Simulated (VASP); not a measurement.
# Cd (P6_3/mmc) in VASP: single point with PBEsol

Aim: the single point of Cd with PBEsol.

Program: VASP 6.6.1. These are calculated values, not measurements. Logs are shortened: lines on timing, memory, paths and dates and some standing lists are left out, and cuts for length are marked.

### Step 1. The cell of the first run

The structure is hexagonal, space group P6_3/mmc (No. 194). Conventional cell: a = 2.930 Å, b = 2.930 Å, c = 5.728 Å, α = 90.00°, β = 90.00°, γ = 120.00°. Cd (site symmetry -6m2) has 12 Cd at 2.93 to 3.33 Å within 3.9 Å.

### Step 2. Single point, PBEsol

The input, INCAR:

```
PREC = Accurate
ENCUT = 630
EDIFF = 1E-6
ISMEAR = -1
SIGMA = 0.05
LREAL = F
LASPH = T
NELM = 120
ALGO = Normal
ISIF = 2
LWAVE = F
LCHARG = F
GGA = PS
NBANDS = 27
GGA_COMPAT = F
```

The input, KPOINTS:

```
regular mesh
0
Gamma
  14 14 6
```

The input, POSCAR:

```
Cd
1.0
    2.9302057671      0.0000000000      0.0000000000
   -1.4651028836      2.5376326327      0.0000000000
    0.0000000000      0.0000000000      5.7275637985
Cd
2
Direct
    0.3333333333      0.6666666667      0.2500000000
    0.6666666667      0.3333333333      0.7500000000
```

Potentials or basis: VASP PAW PBE potentials, release 64 (Cd_sv_GW).

Started as:

```
cat potpaw_PBE.64/Cd_sv_GW/POTCAR > POTCAR
mpirun -np 1 vasp_std > vasp.out
```

OUTCAR:

```text
PREC = Accurate
   ENCUT = 630
   EDIFF = 1E-6
   ISMEAR = -1
   LREAL = F
   LASPH = T
   NELM = 120
   ISIF = 2
   GGA = PS

 ion  position               nearest neighbor table
   1  0.333  0.667  0.250-
   2  0.667  0.333  0.750-

  LATTYP: Found a hexagonal cell.
 ALAT       =     2.9302057671
 C/A-ratio  =     1.9546626598

  Lattice vectors:

 A1 = (   2.9302057671,   0.0000000000,   0.0000000000)
 A2 = (  -1.4651028836,   2.5376326327,   0.0000000000)
 A3 = (   0.0000000000,   0.0000000000,   5.7275637985)

Analysis of symmetry for initial positions (statically):
=====================================================================
 Subroutine PRICEL returns:
 Original cell was already a primitive cell.

 Routine SETGRP: Setting up the symmetry group for a
 hexagonal supercell.

 Subroutine GETGRP returns: Found 24 space group operations
 (whereof 12 operations were pure point group operations)
 out of a pool of 24 trial point group operations.

The static configuration has the point symmetry D_3d.
 The point group associated with its full space group is D_6h.

Analysis of symmetry for dynamics (positions and initial velocities):
=====================================================================
 Subroutine PRICEL returns:
 Original cell was already a primitive cell.

 Routine SETGRP: Setting up the symmetry group for a
 hexagonal supercell.

 Subroutine GETGRP returns: Found 24 space group operations
 (whereof 12 operations were pure point group operations)
 out of a pool of 24 trial point group operations.

The dynamic configuration has the point symmetry D_3d.
 The point group associated with its full space group is D_6h.

 Subroutine INISYM returns: Found 24 space group operations
 (whereof 12 operations are pure point group operations),
 and found     1 'primitive' translations

----------------------------------------------------------------------------------------

                                     Primitive cell

  volume of cell :      42.5889

  direct lattice vectors                    reciprocal lattice vectors
     2.930205767  0.000000000  0.000000000     0.341272962  0.197034036  0.000000000
    -1.465102884  2.537632633  0.000000000     0.000000000  0.394068072  0.000000000
     0.000000000  0.000000000  5.727563799     0.000000000  0.000000000  0.174594301

  length of vectors
     2.930205767  2.930205767  5.727563799     0.394068072  0.394068072  0.174594301

  position of ions in fractional coordinates (direct lattice)
     0.333333333  0.666666667  0.250000000
     0.666666667  0.333333333  0.750000000

  ion indices of the primitive-cell ions
   primitive index   ion index
                 1           1
                 2           2

----------------------------------------------------------------------------------------

 KPOINTS: regular mesh

Automatic generation of k-mesh.
 Grid dimensions read from file:
 generate k-points for:   14   14    6

 Generating k-lattice:

  Cartesian coordinates                     Fractional coordinates (reciprocal lattice)
     0.024376640  0.014073860  0.000000000     0.071428571  0.000000000  0.000000000
     0.000000000  0.028147719  0.000000000     0.000000000  0.071428571  0.000000000
     0.000000000  0.000000000  0.029099050     0.000000000  0.000000000  0.166666667

  Length of vectors
     0.028147719  0.028147719  0.029099050

  Shift w.r.t. Gamma in fractional coordinates (k-lattice)
     0.000000000  0.000000000  0.000000000

 Subroutine IBZKPT returns following result:
 ===========================================

 Found     96 irreducible k-points:

 Following reciprocal coordinates:
            Coordinates               Weight
  0.000000  0.000000  0.000000      1.000000
  0.071429  0.000000  0.000000      6.000000
  0.142857  0.000000  0.000000      6.000000
  0.214286  0.000000  0.000000      6.000000
  0.285714  0.000000  0.000000      6.000000
  0.357143  0.000000  0.000000      6.000000
[... 16 lines left out ...]
  0.285714  0.285714  0.000000      6.000000
  0.357143  0.285714  0.000000      6.000000
 [... further k-points ...]
   k-points           NKPTS =     96   k-points in BZ     NKDIM =     96   number of bands    NBANDS=     27
   number of dos      NEDOS =    301   number of ions     NIONS =      2
   total plane-waves  NPLWV =  27648
   dimension x,y,z NGX =    24 NGY =   24 NGZ =   48
   dimension x,y,z NGXF=    48 NGYF=   48 NGZF=   96
   ions per type =               2
   NGX,Y,Z   is equivalent  to a cutoff of  13.62, 13.62, 13.93 a.u.
   NGXF,Y,Z  is equivalent  to a cutoff of  27.23, 27.23, 27.86 a.u.
 SYSTEM =  unknown system
   PREC   = accura    normal or accurate (medium, high low for compatibility)
   ISTART =      0    job   : 0-new  1-cont  2-samecut
   ICHARG =      2    charge: 1-file 2-atom 10-const
   ISPIN  =      1    spin polarized calculation?
   LNONCOLLINEAR =      F non collinear calculations
   LSORBIT =      F    spin-orbit coupling
   LASPH  =      T    aspherical Exc in radial PAW
   ENCUT  =  630.0 eV  46.30 Ry    6.80 a.u.   6.00  6.00 11.72*2*pi/ulx,y,z
   NELM   =    120;   NELMIN=  2; NELMDL= -5     # of ELM steps
   EDIFF  = 0.1E-05   stopping-criterion for ELM
   LREAL  =      F    real-space projection
   EDIFFG = 0.1E-04   stopping-criterion for IOM
   NSW    =      0    number of steps for IOM
   IBRION =     -1    ionic relax: 0-MD 1-quasi-New 2-CG
   NFREE  =      0    steps in history (QN), initial steepest desc. (CG)
   ISIF   =      2    stress and relaxation
   ISYM   =      2    0-nonsym 1-usesym 2-fastsym
   POTIM  = 0.5000    time-step for ionic-motion
   TEBEG  =    0.0;   TEEND  =   0.0 temperature during run
   PSTRESS=    0.0 pullay stress
   NELECT =      40.0000    total number of electrons
   NUPDOWN=      -1.0000    fix difference up-down
   EMIN   =  10.00;   EMAX   =-10.00  energy-range for DOS
   EFERMI =   0.00;   METHOD = LEGACY
   ISMEAR =    -1;   SIGMA  =   0.05  broadening in eV -4-tet -1-fermi 0-gaus
   EFERMI_NEDOS =   21; number of points for ismear=-14 and -15
   IALGO  =     38    algorithm
   IMIX   =      4    mixing-type and parameters
     AMIX     =   0.40;   BMIX     =  1.00
     AMIX_MAG =   1.60;   BMIX_MAG =  1.00
  volume/ion in A,a.u.               =      21.29       143.70
  Fermi-wavevector in a.u.,A,eV,Ry     =   1.603230  3.029666 34.971696  2.570347
  Thomas-Fermi vector in A             =   2.699926
   LORBIT       =      0    0 simple, 1 ext, 2 COOP (PROOUT), +10 PAW based schemes
   GGA     = PS    functional components
   LHFCALC =     F    Hartree Fock is set to
   AEXX    =    0.0000 exact exchange contribution
   IVDW    =     0    specifies the selected vdW correction
   LEPSILON=     F    determine dielectric tensor
   LRPA    =     F    only Hartree local field effects (RPA)
 non-spin polarized calculation
  energy-cutoff  :      630.00
  volume of cell :       42.59
 maximum number of plane-waves:      1550
 NGX is ok and might be reduce to    24
   NGX = 11   NGY = 11   NGZ = 23

 number of electron      39.9999962 magnetization

 Free energy of the ion-electron system (eV)
  ---------------------------------------------------
  ext. energy  EPLUGINS =         0.00000000
  ---------------------------------------------------
  free energy    TOTEN  =        -2.50248313 eV

  energy without entropy =       -2.49684855  energy(sigma->0) =       -2.49966584

 E-fermi :   6.4816     XC(G=0): -11.5516

 val. band max:        6.4354368395   @ k =   0.3571   0.2857   0.1667
 cond. band min:       6.4936612217   @ k =   0.3571   0.2143   0.3333
 fundamental gap:      0.0582243822
 Fermi energy:         6.4816439649

 k-point     1 :       0.0000    0.0000    0.0000
  band No.  band energies     occupation
      1     -96.5259      2.00000
      2     -96.5249      2.00000
      3     -57.6031      2.00000
      4     -57.5858      2.00000
      5     -57.5621      2.00000
      6     -57.5621      2.00000
[... 19 lines left out ...]
     26      21.9062      0.00000
     27      21.9093      0.00000

 k-point     2 :       0.0714    0.0000    0.0000
  band No.  band energies     occupation
      1     -96.5256      2.00000
      2     -96.5247      2.00000
      3     -57.6025      2.00000
      4     -57.5856      2.00000
      5     -57.5653      2.00000
      6     -57.5636      2.00000
[... 19 lines left out ...]
     26      20.8830      0.00000
     27      22.1943      0.00000

 k-point     3 :       0.1429    0.0000    0.0000
  band No.  band energies     occupation
      1     -96.5248      2.00000
      2     -96.5240      2.00000
      3     -57.6009      2.00000
      4     -57.5852      2.00000
      5     -57.5742      2.00000
      6     -57.5726      2.00000
[... 19 lines left out ...]
     26      20.5552      0.00000
     27      21.2872      0.00000

 k-point     4 :       0.2143    0.0000    0.0000
  band No.  band energies     occupation
      1     -96.5237      2.00000
      2     -96.5229      2.00000
      3     -57.5986      2.00000
      4     -57.5872      2.00000
      5     -57.5857      2.00000
      6     -57.5847      2.00000
[... 19 lines left out ...]
     26      19.1346      0.00000
     27      20.2196      0.00000

 k-point     5 :       0.2857    0.0000    0.0000
  band No.  band energies     occupation
      1     -96.5224      2.00000
      2     -96.5218      2.00000
      3     -57.6016      2.00000
      4     -57.6000      2.00000
      5     -57.5959      2.00000
      6     -57.5843      2.00000
[... 19 lines left out ...]
     26      19.0718      0.00000
     27      20.0053      0.00000

 k-point     6 :       0.3571    0.0000    0.0000
  band No.  band energies     occupation
      1     -96.5213      2.00000
      2     -96.5208      2.00000
      3     -57.6146      2.00000
      4     -57.6129      2.00000
      5     -57.5932      2.00000
      6     -57.5842      2.00000
[... 444 lines left out ...]
      1     -96.5202      2.00000
      2     -96.5199      2.00000
      3     -57.6153      2.00000
      4     -57.6144      2.00000
      5     -57.5903      2.00000
      6     -57.5900      2.00000
[... 19 lines left out ...]
     26      14.8224      0.00000
     27      16.0200      0.00000

 k-point    22 :       0.3571    0.2143    0.0000
  band No.  band energies     occupation
      1     -96.5197      2.00000
      2     -96.5196      2.00000
      3     -57.6180      2.00000
      4     -57.6164      2.00000
      5     -57.5940      2.00000
      6     -57.5918      2.00000
[... 19 lines left out ...]
     26      14.4984      0.00000
     27      15.7952      0.00000

 k-point    23 :       0.2857    0.2857    0.0000
  band No.  band energies     occupation
      1     -96.5197      2.00000
      2     -96.5195      2.00000
      3     -57.6143      2.00000
      4     -57.6131      2.00000
      5     -57.5982      2.00000
      6     -57.5965      2.00000
[... 19 lines left out ...]
     26      13.3468      0.00000
     27      14.7667      0.00000

 k-point    24 :       0.3571    0.2857    0.0000
  band No.  band energies     occupation
      1     -96.5195      2.00000
      2     -96.5194      2.00000
      3     -57.6124      2.00000
      4     -57.6107      2.00000
      5     -57.6029      2.00000
      6     -57.6010      2.00000
[... 19 lines left out ...]
     26      12.4393      0.00000
     27      14.4483      0.00000

 [... further k-points ...]
[... 5 lines left out ...]
  --------------------------------------------------------------------------------------
  -------------------------------------------------------------------------------------
  Total       -0.0715674     -0.0715674     -0.0678540      0.0000000     -0.0000000      0.0000000
  in kB       -2.6923356     -2.6923356     -2.5526383      0.0000000     -0.0000000      0.0000000
  external PRESSURE =      -2.6457698 kB  Pullay stress =       0.0000000 kB

 VOLUME and BASIS-vectors are now :
 -----------------------------------------------------------------------------
  energy-cutoff  :      630.00
  volume of cell :       42.59
      direct lattice vectors                 reciprocal lattice vectors
     2.930205767  0.000000000  0.000000000     0.341272962  0.197034036  0.000000000
    -1.465102884  2.537632633  0.000000000     0.000000000  0.394068072  0.000000000
     0.000000000  0.000000000  5.727563799     0.000000000  0.000000000  0.174594301

 POSITION                                       TOTAL-FORCE (eV/Angst)
 -----------------------------------------------------------------------------------
     -0.00000      1.69176      1.43189         0.000000     -0.000000      0.000000
      1.46510      0.84588      4.29567        -0.000000      0.000000     -0.000000
 -----------------------------------------------------------------------------------
    total drift:                               -0.000000      0.000000      0.000000

  FREE ENERGIE OF THE ION-ELECTRON SYSTEM (eV)
  ---------------------------------------------------
  free  energy   TOTEN  =        -2.5024831291 eV

  energy  without entropy=       -2.4968485516  energy(sigma->0) =       -2.49966584
```

It took 2.2 min on 1 thread of Intel Xeon Platinum 8259CL at 2.50GHz (Skylake/Cascade Lake), shared host; peak memory 0.27 GiB.

Results:

```yaml
Free_energy: -2.5025 eV
Pressure: -0.3 GPa
Band_gap_on_the_k_mesh: zero (bands 20 and 21 overlap by 4.78 eV)
```

Levels at points of the mesh, in eV from the Fermi level:
```
           k point  band 17  band 18  band 19  band 20  band 21  band 22  band 23  band 24
(0.00, 0.00, 0.00)    -8.63    -8.41    -8.41    -3.39    -3.24     9.50    14.01    14.16
(0.50, 0.00, 0.00)    -8.09    -8.07    -2.28    -1.68     1.81     3.01     3.11     5.23
(0.00, 0.00, 0.50)    -8.51    -8.51    -7.50    -7.50     3.17     3.17    14.30    14.30
(0.50, 0.00, 0.50)    -8.08    -8.08    -1.55    -1.55     0.25     0.25     7.67     7.67
```

Caveat: the PAW data sets were made with another functional, which shifts forces and pressure a little.

The gap in the log of VASP goes by the Fermi energy; the results here count the filled bands.